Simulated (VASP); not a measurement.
## ZnS: single point with PBE

Crystal: ZnS.

```
Zn S
1.0
     0.00000    2.72182    2.72182
     2.72182    0.00000    2.72182
     2.72182    2.72182    0.00000
Zn S
1 1
Direct
  0.00000 0.00000 0.00000
  0.25000 0.25000 0.25000
```

| Item | Value |
| --- | --- |
| Program | VASP 6.6.1 |
| Task | single point |
| Functional | PBE |
| Potentials or basis | VASP PAW PBE potentials, release 64 (Zn, S) |
| Cutoff | 500 eV |
| k mesh | 10 × 10 × 10 |
| Occupations | gaussian, width 0.02 eV |
| Spin | no spin polarisation |

```
Pressure               : 0.1 GPa
Band gap on the k mesh : 2.02 eV
```

Levels at points of the mesh, in eV from the valence-band top:
```csv
k point,band 5,band 6,band 7,band 8,band 9,band 10,band 11,band 12,band 13,band 14
"(0.00, 0.00, 0.00)",-5.78,-5.78,0.00,0.00,0.00,2.02,6.41,6.41,6.41,11.74
"(0.50, 0.00, 0.00)",-5.75,-5.59,-5.15,-0.83,-0.83,3.27,6.94,6.94,8.79,12.07
"(0.50, 0.50, 0.00)",-5.71,-5.57,-4.47,-2.14,-2.14,3.46,4.07,10.83,11.82,11.82
```

Run time: 12 s on 1 thread of Intel(R) Xeon(R) 6975P-C (Granite Rapids) (shared host), peak memory 0.17 GiB.
